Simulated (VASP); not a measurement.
Write the native input for VASP 6.6.1 that does the following.

```
Task                   : single point
Functional             : r2SCAN
Potentials or basis    : VASP PAW PBE potentials, release 64 (Hf_pv)
Cutoff                 : 520 eV
k mesh                 : 18 × 18 × 18
Occupations            : gaussian, width 0.15 eV
Spin                   : no spin polarisation
Dipole correction      : no
Further INCAR settings : ALGO = Normal; EDIFF = 1e-06; NBANDS = 11
```

Crystal: Hf.

```xyz
1
Lattice="-1.8050 1.8050 1.8953 1.8050 -1.8050 1.8953 1.8050 1.8050 -1.8953" Properties=species:S:1:pos:R:3 pbc="T T T"
Hf    0.0000    0.0000    0.0000
```

This cell differs from its parent crystal: strain +0.000 along x and y, +0.050 along z.

These files were run (other wordings do the same):

POSCAR

```
Hf
1.0
   -1.8050000000      1.8050000000      1.8952500000
    1.8050000000     -1.8050000000      1.8952500000
    1.8050000000      1.8050000000     -1.8952500000
Hf
1
Direct
    0.0000000000      0.0000000000      0.0000000000
```

INCAR.step1

```
PREC = Accurate
ENCUT = 520
ISMEAR = 0
SIGMA = 0.15
LREAL = F
LASPH = T
NELM = 80
NBANDS = 11
GGA = PE
ALGO = Normal
EDIFF = 1E-4
LWAVE = T
LCHARG = F
```

INCAR.step2

```
PREC = Accurate
ENCUT = 520
EDIFF = 1E-6
ISMEAR = 0
SIGMA = 0.15
LREAL = F
LASPH = T
NELM = 80
ALGO = Normal
ISIF = 2
LWAVE = F
LCHARG = F
METAGGA = R2SCAN
LMIXTAU = T
NBANDS = 11
ISTART = 1
```

KPOINTS

```
Automatic mesh
0
Gamma
  18 18 18
```

Potentials or basis: VASP PAW PBE potentials, release 64 (Hf_pv).

Run with:

```sh
$ cat potpaw_PBE.64/Hf_pv/POTCAR > POTCAR
$ cp INCAR.step1 INCAR
$ mpirun -np 1 vasp_std > vasp.out
$ cp INCAR.step2 INCAR
$ mpirun -np 1 vasp_std > vasp.out
```

Results of the run:

| Quantity | Value |
| --- | --- |
| Pressure | -9.5 GPa |
| Band gap on the k mesh | zero (bands 5 and 6 overlap by 2.24 eV) |

Caveat: the cell differs from its parent crystal (strain +0.000 along x and y, +0.050 along z); the cell stands under tension; the PAW data sets were made with another functional, which shifts forces and pressure a little; spin-orbit coupling is left out, which moves the levels of the heavy elements.

Wall time 3.5 min on 1 thread of Intel(R) Xeon(R) Platinum 8259CL CPU @ 2.50GHz (Skylake/Cascade Lake), on a shared host, peak memory 0.25 GiB.
